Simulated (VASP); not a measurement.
Runs of VASP 6.6.1 on K. The structure is that of space group P6_3/mmc (No. 194), or close to it. The cells are those of the table. This isn't the form of K at room conditions, which is bcc.

| task | cell | cutoff (eV) | gap on the mesh (eV) | pressure (GPa) |
| --- | --- | --- | --- | --- |
| single point | a = 4.513, b = 4.513, c = 7.380 Å, angles 90.0, 90.0, 120.0°, 2 atoms | 520 | none | (a) |
| single point | a = 4.755, b = 4.755, c = 7.777 Å, angles 90.0, 90.0, 120.0°, 2 atoms | 520 | none | -0.3 |
| single point | a = 4.560, b = 4.560, c = 7.458 Å, angles 90.0, 90.0, 120.0°, 2 atoms | 520 | none | 0.1 |
| single point | a = 4.464, b = 4.464, c = 7.301 Å, angles 90.0, 90.0, 120.0°, 2 atoms | 520 | none | 0.4 |
| single point | a = 4.607, b = 4.607, c = 7.534 Å, angles 90.0, 90.0, 120.0°, 2 atoms | 520 | none | 0.0 |
| relaxation of shape and atoms at fixed volume | relaxed from a = 4.464, b = 4.464, c = 7.301 Å, angles 90.0, 90.0, 120.0°, 2 atoms | 600 | none | 0.4 |

Alike in all rows: level PBE+D3(BJ); potentials or basis VASP PAW PBE potentials, release 64 (K_sv); no spin polarisation; k mesh 12 × 12 × 6; smearing gaussian 0.1 eV.

Task: Fill in the values left out.

Result: (a) 0.3.

Caveats: the relaxation stopped at its first step, so nothing moved (at least some runs).

A gap of «none» marks levels without a gap at the run's occupations.
